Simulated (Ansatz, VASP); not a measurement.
# One calculation of Cu, two programs

The input POSCAR:

```
Cu
1.0
   -1.4427933200      1.4427933200      1.3760814500
    1.4427933200     -1.4427933200      1.3760814500
    1.4427933200      1.4427933200     -1.3760814500
Cu
1
Direct
    0.0000000000      0.0000000000      0.0000000000
```

The input INCAR.step1:

```
PREC     = Accurate       # precision mode
ENCUT    = 520            # plane-wave cutoff, eV
ISMEAR   = 0              # smearing method
SIGMA    = 0.1            # smearing width, eV
LREAL    = False          # projectors in reciprocal space
LASPH    = True           # aspherical terms in the spheres
NELM     = 100            # most SCF steps
NBANDS   = 12             # bands
GGA      = PE             # functional
ALGO     = Normal         # electronic algorithm
EDIFF    = 1E-4           # SCF threshold, eV
LWAVE    = True           # write WAVECAR
LCHARG   = False          # write CHGCAR
```

INCAR.step2

```
PREC     = Accurate       # precision mode
ENCUT    = 520            # plane-wave cutoff, eV
EDIFF    = 1E-6           # SCF threshold, eV
ISMEAR   = 0              # smearing method
SIGMA    = 0.1            # smearing width, eV
LREAL    = False          # projectors in reciprocal space
LASPH    = True           # aspherical terms in the spheres
NELM     = 100            # most SCF steps
ALGO     = Normal         # electronic algorithm
ISIF     = 2              # what is computed and relaxed
LWAVE    = False          # write WAVECAR
LCHARG   = True           # write CHGCAR
METAGGA  = R2SCAN         # meta-GGA
LMIXTAU  = True         
LELF     = True           # ELF
LVHAR    = True         
NBANDS   = 12             # bands
ISTART   = 1
```

The input KPOINTS:

```
Automatic mesh
0
Gamma
  8 8 8
```

Input for Ansatz:

```yaml
crystal:
  lattice:
    - [-1.44279332, 1.44279332, 1.37608145]
    - [1.44279332, -1.44279332, 1.37608145]
    - [1.44279332, 1.44279332, -1.37608145]
  atoms:
    - { symbol: Cu, position: [0.0, 0.0, 0.0] }
basis:
  ecutwfc: 500
kpoints:
  mp_grid: { grid: [8, 8, 8] }
hamiltonian:
  xc: r2scan
  pseudopotentials: { kind: paw, azcp: { folder: soft_1 } }
scf:
  occupations: { method: gaussian, width: 0.1 }
output:
  forces: true
  stress: true
  eigenvalues: true
```

Alike in both runs: task single point; functional r2SCAN; k mesh 8 × 8 × 8; occupations gaussian, width 0.1 eV; no spin polarisation.

```csv
,VASP,Ansatz
version,VASP 6.6.1,Ansatz 0.2.0
potentials or method,"VASP PAW PBE potentials, release 64 (Cu), cutoff 520 eV","scalar-relativistic, plane waves, PAW"
valence electrons in the cell,11,19
```

|  | VASP | Ansatz | Ansatz less VASP |
| --- | --- | --- | --- |
| gap on the k mesh at the Fermi level (eV) | none | none | - |
| pressure (GPa) | 1.2 | 0.8 | -0.37 |
| traceless stress, the component that is largest in VASP (GPa) | 0.29 | 0.42 | +0.130 |

VASP's potentials were made for PBE, not for r2SCAN. A gap of «none» marks a metal or a gap that the smearing closes. With one functional, cell and mesh, what is left measures potentials, basis and numerics. VASP's potentials hold 11 valence electrons a cell and Ansatz's 19, so a difference there can come from the potentials and not from the codes.

The k mesh is coarse, so the values compare programs but aren't converged.
